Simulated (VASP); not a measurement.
Crystal: TiO2 (Rutile).

```
CELL_PARAMETERS angstrom
4.59685 0.00000 0.00000
0.00000 4.59685 0.00000
0.00000 0.00000 2.95350
ATOMIC_POSITIONS crystal
Ti 0.00000 0.00000 0.00000
Ti 0.50000 0.50000 0.50000
O 0.30464 0.30464 0.00000
O 0.19536 0.80464 0.50000
O 0.69536 0.69536 0.00000
O 0.80464 0.19536 0.50000
```

Base run:

```yaml
Program: VASP 6.6.1
Functional: PBE
Potentials_or_basis: VASP PAW PBE potentials, release 64 (Ti_sv, O)
Cutoff: 520 eV
k_mesh: 4 × 4 × 6
Occupations: gaussian, width 0.01 eV
Spin: no spin polarisation
```

Its results: band gap on the k mesh 1.86 eV, direct; pressure 5.9 GPa; largest force 0.082 eV/Å.

Question: The run is repeated on the same cell with these changes: functional from PBE to r2SCAN. What comes out?

Answer: Band gap on the k mesh 2.23 eV, direct; pressure 1.3 GPa; largest force 0.038 eV/Å.

r2SCAN gives the wider gap, since meta-GGAs in the generalised Kohn-Sham scheme recover part of the derivative discontinuity.

Caveats: the PAW data sets were made with another functional, which shifts forces and pressure a little (some runs).

A k mesh can miss the band edges.
